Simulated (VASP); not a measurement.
Zn, 2 atoms in the cell. Symmetry: Fd-3m, No. 227, cubic system. The conventional cell has a = 5.417 Å, b = 5.417 Å, c = 5.417 Å, α = 90.00°, β = 90.00°, γ = 90.00°. Zn (site symmetry -43m) has 4 Zn at 2.35 Å within 3.1 Å.  This cell differs from its parent crystal: volume scaled by 0.88.

| Item | Value |
| --- | --- |
| Program | VASP 6.6.1 |
| Task | single point |
| Functional | PBEsol |
| Potentials or basis | VASP PAW PBE potentials, release 64 (Zn) |
| Cutoff | 520 eV |
| k mesh | 11 × 11 × 11 |
| Occupations | fermi-dirac, width 0.1 eV |
| Spin | no spin polarisation |
| Dipole correction | no |
| Further INCAR settings | ALGO = Normal; EDIFF = 1e-07; NBANDS = 19 |

Potentials or basis: VASP PAW PBE potentials, release 64 (Zn).

Run with:

```bash
$ cat potpaw_PBE.64/Zn/POTCAR > POTCAR
$ mpirun -np 1 vasp_std > vasp.out
```

Hardware: 1 thread of AMD EPYC 7R43 64-Core Processor (Zen 3) (shared host).

Question: Estimate the wall time of this run.

Answer: Run time: 32 s on 1 thread of AMD EPYC 7R43 64-Core Processor (Zen 3), on a shared host, peak memory 0.13 GiB. Counts: scf iterations 13, k points 56.
